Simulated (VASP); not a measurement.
# Cu (Pm-3m) in VASP: density of states with PBE

Aim: the density of states of Cu with PBE.

All numbers are computed with VASP 6.6.1; they aren't measurements. Logs are shortened: lines on timing, memory, paths and dates and some standing lists are left out, and cuts for length are marked.

**1. The cell of the first run**

It takes space group Pm-3m (No. 221, cubic). Conventional cell: a = 2.406 Å, b = 2.406 Å, c = 2.406 Å, α = 90.00°, β = 90.00°, γ = 90.00°. Within 3.2 Å of Cu (site symmetry m-3m) lie 6 Cu at 2.41 Å.

**2. Density of states, PBE**

Contents of POSCAR:

```
Cu
1.0
    2.4055952924      0.0000000000      0.0000000000
    0.0000000000      2.4055952924      0.0000000000
    0.0000000000      0.0000000000      2.4055952924
Cu
1
Direct
    0.0000000000      0.0000000000      0.0000000000
```

Contents of INCAR.step1:

```
SYSTEM = Cu
PREC = Accurate
ENCUT = 520
EDIFF = 1E-6
ISMEAR = -1
SIGMA = 0.05
LREAL = .FALSE.
LASPH = .TRUE.
NELM = 80
ALGO = Normal
ISIF = 2
LWAVE = .FALSE.
LCHARG = .TRUE.
LMAXMIX = 4
GGA = PE
NBANDS = 12
```

Contents of KPOINTS.step1:

```
regular mesh
0
G
  16 16 16
  0 0 0
```

Contents of INCAR.step2:

```
SYSTEM = Cu
PREC = Accurate
ENCUT = 520
EDIFF = 1E-6
ISMEAR = -5
SIGMA = 0.05
LREAL = .FALSE.
LASPH = .TRUE.
NELM = 80
ALGO = Normal
ISIF = 2
LWAVE = .FALSE.
LCHARG = .FALSE.
LMAXMIX = 4
GGA = PE
LORBIT = 11
NBANDS = 12
NEDOS = 1001
ICHARG = 11
```

Contents of KPOINTS.step2:

```
regular mesh
0
G
  24 24 24
  0 0 0
```

Potentials or basis: VASP PAW PBE potentials, release 64 (Cu).

On the command line:

```
$ cat potpaw_PBE.64/Cu/POTCAR > POTCAR
$ cp INCAR.step1 INCAR
$ cp KPOINTS.step1 KPOINTS
$ mpirun -np 1 vasp_std > vasp.out
$ cp INCAR.step2 INCAR
$ cp KPOINTS.step2 KPOINTS
$ mpirun -np 1 vasp_std > vasp.out
```

OUTCAR:

```text
SYSTEM = Cu
   PREC = Accurate
   ENCUT = 520
   EDIFF = 1E-6
   ISMEAR = -5
   LREAL = .FALSE.
   LASPH = .TRUE.
   NELM = 80
   ISIF = 2
   GGA = PE
   LORBIT = 11
   ICHARG = 11

 ion  position               nearest neighbor table
   1  0.000  0.000  0.000-

  LATTYP: Found a simple cubic cell.
 ALAT       =     2.4055952924

  Lattice vectors:

 A1 = (   2.4055952924,   0.0000000000,   0.0000000000)
 A2 = (   0.0000000000,   2.4055952924,   0.0000000000)
 A3 = (   0.0000000000,   0.0000000000,   2.4055952924)

Analysis of symmetry for initial positions (statically):
=====================================================================
 Subroutine PRICEL returns:
 Original cell was already a primitive cell.

 Routine SETGRP: Setting up the symmetry group for a
 simple cubic supercell.

 Subroutine GETGRP returns: Found 48 space group operations
 (whereof 48 operations were pure point group operations)
 out of a pool of 48 trial point group operations.

The static configuration has the point symmetry O_h .

Analysis of symmetry for dynamics (positions and initial velocities):
=====================================================================
 Subroutine PRICEL returns:
 Original cell was already a primitive cell.

 Routine SETGRP: Setting up the symmetry group for a
 simple cubic supercell.

 Subroutine GETGRP returns: Found 48 space group operations
 (whereof 48 operations were pure point group operations)
 out of a pool of 48 trial point group operations.

The dynamic configuration has the point symmetry O_h .

 Subroutine INISYM returns: Found 48 space group operations
 (whereof 48 operations are pure point group operations),
 and found     1 'primitive' translations

----------------------------------------------------------------------------------------

                                     Primitive cell

  volume of cell :      13.9209

  direct lattice vectors                    reciprocal lattice vectors
     2.405595292  0.000000000  0.000000000     0.415697521  0.000000000  0.000000000
     0.000000000  2.405595292  0.000000000     0.000000000  0.415697521  0.000000000
     0.000000000  0.000000000  2.405595292     0.000000000  0.000000000  0.415697521

  length of vectors
     2.405595292  2.405595292  2.405595292     0.415697521  0.415697521  0.415697521

  position of ions in fractional coordinates (direct lattice)
     0.000000000  0.000000000  0.000000000

  ion indices of the primitive-cell ions
   primitive index   ion index
                 1           1

----------------------------------------------------------------------------------------

 KPOINTS: regular mesh

Automatic generation of k-mesh.
 Grid dimensions read from file:
 generate k-points for:   24   24   24

 Generating k-lattice:

  Cartesian coordinates                     Fractional coordinates (reciprocal lattice)
     0.017320730  0.000000000  0.000000000     0.041666667  0.000000000  0.000000000
     0.000000000  0.017320730  0.000000000     0.000000000  0.041666667  0.000000000
     0.000000000  0.000000000  0.017320730     0.000000000  0.000000000  0.041666667

  Length of vectors
     0.017320730  0.017320730  0.017320730

  Shift w.r.t. Gamma in fractional coordinates (k-lattice)
     0.000000000  0.000000000  0.000000000

 TETIRR: Found   6890 inequivalent tetrahedra from    82944

 Subroutine IBZKPT returns following result:
 ===========================================

 Found    455 irreducible k-points:

 Following reciprocal coordinates:
            Coordinates               Weight
  0.000000  0.000000  0.000000      1.000000
  0.041667  0.000000  0.000000      6.000000
  0.083333  0.000000  0.000000      6.000000
  0.125000  0.000000  0.000000      6.000000
  0.166667  0.000000  0.000000      6.000000
  0.208333  0.000000  0.000000      6.000000
[... 16 lines left out ...]
  0.416667  0.041667  0.000000     24.000000
  0.458333  0.041667  0.000000     24.000000
 [... further k-points ...]
   k-points           NKPTS =    455   k-points in BZ     NKDIM =    455   number of bands    NBANDS=     12
   number of dos      NEDOS =   1001   number of ions     NIONS =      1
   total plane-waves  NPLWV =   5832
   dimension x,y,z NGX =    18 NGY =   18 NGZ =   18
   dimension x,y,z NGXF=    36 NGYF=   36 NGZF=   36
   ions per type =               1
   NGX,Y,Z   is equivalent  to a cutoff of  12.44, 12.44, 12.44 a.u.
   NGXF,Y,Z  is equivalent  to a cutoff of  24.88, 24.88, 24.88 a.u.
 SYSTEM =  Cu
   PREC   = accura    normal or accurate (medium, high low for compatibility)
   ISTART =      0    job   : 0-new  1-cont  2-samecut
   ICHARG =     11    charge: 1-file 2-atom 10-const
   ISPIN  =      1    spin polarized calculation?
   LNONCOLLINEAR =      F non collinear calculations
   LSORBIT =      F    spin-orbit coupling
   LASPH  =      T    aspherical Exc in radial PAW
   ENCUT  =  520.0 eV  38.22 Ry    6.18 a.u.   4.47  4.47  4.47*2*pi/ulx,y,z
   NELM   =     80;   NELMIN=  2; NELMDL=  0     # of ELM steps
   EDIFF  = 0.1E-05   stopping-criterion for ELM
   LREAL  =      F    real-space projection
   EDIFFG = 0.1E-04   stopping-criterion for IOM
   NSW    =      0    number of steps for IOM
   IBRION =     -1    ionic relax: 0-MD 1-quasi-New 2-CG
   NFREE  =      0    steps in history (QN), initial steepest desc. (CG)
   ISIF   =      2    stress and relaxation
   ISYM   =      2    0-nonsym 1-usesym 2-fastsym
   POTIM  = 0.5000    time-step for ionic-motion
   TEBEG  =    0.0;   TEEND  =   0.0 temperature during run
   PSTRESS=    0.0 pullay stress
   NELECT =      11.0000    total number of electrons
   NUPDOWN=      -1.0000    fix difference up-down
   EMIN   =  10.00;   EMAX   =-10.00  energy-range for DOS
   EFERMI =   0.00;   METHOD = LEGACY
   ISMEAR =    -5;   SIGMA  =   0.05  broadening in eV -4-tet -1-fermi 0-gaus
   EFERMI_NEDOS =   21; number of points for ismear=-14 and -15
   IALGO  =     38    algorithm
   IMIX   =      4    mixing-type and parameters
     AMIX     =   0.40;   BMIX     =  1.00
     AMIX_MAG =   1.60;   BMIX_MAG =  1.00
  volume/ion in A,a.u.               =      13.92        93.94
  Fermi-wavevector in a.u.,A,eV,Ry     =   1.513503  2.860105 31.166730  2.290690
  Thomas-Fermi vector in A             =   2.623285
   LORBIT       =     11    0 simple, 1 ext, 2 COOP (PROOUT), +10 PAW based schemes
   GGA     = PE    functional components
   LHFCALC =     F    Hartree Fock is set to
   AEXX    =    0.0000 exact exchange contribution
   IVDW    =     0    specifies the selected vdW correction
   LEPSILON=     F    determine dielectric tensor
   LRPA    =     F    only Hartree local field effects (RPA)
 non-spin polarized calculation
 Fermi weights with tetrahedron method with Bloechl corrections
  energy-cutoff  :      520.00
  volume of cell :       13.92
 maximum number of plane-waves:       389
 NGX is ok and might be reduce to    18

 number of electron      11.0000016 magnetization

 Free energy of the ion-electron system (eV)
  ---------------------------------------------------
  ext. energy  EPLUGINS =         0.00000000
  ---------------------------------------------------
  free energy    TOTEN  =        -3.26574608 eV

  energy without entropy =       -3.26574608  energy(sigma->0) =       -3.26574608

 E-fermi :   5.5707     XC(G=0): -11.7132

 val. band max:        5.5478730562   @ k =   0.4167   0.1667   0.1667
 cond. band min:       5.5583846895   @ k =   0.3750   0.2917   0.1250
 fundamental gap:      0.0105116333
 Fermi energy:         5.5707268732

 k-point     1 :       0.0000    0.0000    0.0000
  band No.  band energies     occupation
      1      -2.4235      2.00000
      2       1.7950      2.00000
      3       1.7950      2.00000
      4       4.2709      2.00000
      5       4.2709      2.00000
      6       4.2709      2.00000
      7      23.1165      0.00000
      8      23.1165      0.00000
      9      23.1165      0.00000
     10      26.5221      0.00000
     11      26.5221      0.00000
     12      30.2748      0.00000

 k-point     2 :       0.0417    0.0000    0.0000
  band No.  band energies     occupation
      1      -2.3762      2.00000
      2       1.8003      2.00000
      3       1.8126      2.00000
      4       4.2569      2.00000
      5       4.2569      2.00000
      6       4.2720      2.00000
      7      22.3081      0.00000
      8      23.1777      0.00000
      9      23.1777      0.00000
     10      26.5429      0.00000
     11      27.1562      0.00000
     12      30.5397      0.00000

 k-point     3 :       0.0833    0.0000    0.0000
  band No.  band energies     occupation
      1      -2.2350      2.00000
      2       1.8158      2.00000
      3       1.8648      2.00000
      4       4.2162      2.00000
      5       4.2162      2.00000
      6       4.2754      2.00000
      7      20.7507      0.00000
      8      23.3604      0.00000
      9      23.3604      0.00000
     10      26.6053      0.00000
     11      28.0524      0.00000
     12      31.4715      0.00000
[... 286 lines left out ...]
 k-point    23 :       0.4167    0.0417    0.0000
  band No.  band energies     occupation
      1       1.0898      2.00000
      2       2.1063      2.00000
      3       3.3239      2.00000
      4       3.5593      2.00000
      5       3.8877      2.00000
      6       4.3206      2.00000
      7       8.7964      0.00000
      8      27.0377      0.00000
      9      28.4317      0.00000
     10      29.1056      0.00000
     11      30.1520      0.00000
     12      32.8921      0.00000

 k-point    24 :       0.4583    0.0417    0.0000
  band No.  band energies     occupation
      1       1.3197      2.00000
      2       2.1228      2.00000
      3       3.3584      2.00000
      4       3.5237      2.00000
      5       4.2613      2.00000
      6       4.3241      2.00000
      7       7.9246      0.00000
      8      27.8118      0.00000
      9      29.1248      0.00000
     10      29.2033      0.00000
     11      29.8895      0.00000
     12      32.8475      0.00000

 [... further k-points ...]

------------------------ aborting loop because EDIFF is reached ----------------------------------------

  FORCE on cell =-STRESS in cart. coord.  units (eV):
  Direction    XX          YY          ZZ          XY          YZ          ZX
  --------------------------------------------------------------------------------------
  -------------------------------------------------------------------------------------
  Total        0.1202420      0.1202420      0.1202420      0.0000000      0.0000000     -0.0000000
  in kB       13.8388159     13.8388159     13.8388159      0.0000000      0.0000000     -0.0000000
  external PRESSURE =      13.8388159 kB  Pullay stress =       0.0000000 kB

 VOLUME and BASIS-vectors are now :
 -----------------------------------------------------------------------------
  energy-cutoff  :      520.00
  volume of cell :       13.92
      direct lattice vectors                 reciprocal lattice vectors
     2.405595292  0.000000000  0.000000000     0.415697521  0.000000000  0.000000000
     0.000000000  2.405595292  0.000000000     0.000000000  0.415697521  0.000000000
     0.000000000  0.000000000  2.405595292     0.000000000  0.000000000  0.415697521

 POSITION                                       TOTAL-FORCE (eV/Angst)
 -----------------------------------------------------------------------------------
      0.00000      0.00000      0.00000         0.000000      0.000000      0.000000
 -----------------------------------------------------------------------------------
    total drift:                                0.000000     -0.000000     -0.000000

  FREE ENERGIE OF THE ION-ELECTRON SYSTEM (eV)
  ---------------------------------------------------
  free  energy   TOTEN  =        -3.2657460793 eV

  energy  without entropy=       -3.2657460793  energy(sigma->0) =       -3.26574608

 total charge

# of ion       s       p       d       tot
------------------------------------------
    1        0.461   0.297   9.206   9.965
```

Wall time 42 s (1 thread of Intel Xeon 6975P-C, shared host); peak memory 0.19 GiB.

What came out:

```
Valence electrons inside the program's atomic spheres : Cu 9.96
```

Caveat: tetrahedron occupations give inexact forces and stress in metals.
